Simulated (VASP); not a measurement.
Sn, 1 atom in the cell. It takes space group Cmmm (No. 65, orthorhombic). The conventional cell has a = 3.024 Å, b = 6.036 Å, c = 2.988 Å, α = 90.00°, β = 90.00°, γ = 90.00°. Within 3.9 Å of Sn (site symmetry mmm) lie 8 Sn at 2.99 to 3.38 Å.  This cell differs from its parent crystal: Ge replaced by Sn, lengths x 1.095, strained.

| Quantity | Value |
| --- | --- |
| Program | VASP 6.6.1 |
| Task | single point |
| Functional | PBEsol |
| Potentials or basis | VASP PAW PBE potentials, release 64 (Sn_d) |
| Cutoff | 520 eV |
| k mesh | 16 × 16 × 14 |
| Occupations | gaussian, width 0.1 eV |
| Spin | no spin polarisation |
| Dipole correction | no |
| Further INCAR settings | ALGO = Fast; EDIFF = 1e-07; NBANDS = 13 |

Potentials or basis: VASP PAW PBE potentials, release 64 (Sn_d).

Run with:

```bash
$ cat potpaw_PBE.64/Sn_d/POTCAR > POTCAR
$ mpirun -np 1 vasp_std > vasp.out
```

Hardware: 1 thread of AMD EPYC 7R13, with other jobs on the host.

Question: How long does it take, and how much memory?

Answer: It took 6.3 min on 1 thread of AMD EPYC 7R13, on a shared host, peak memory 0.27 GiB. Counts: scf iterations 13, k points 584.
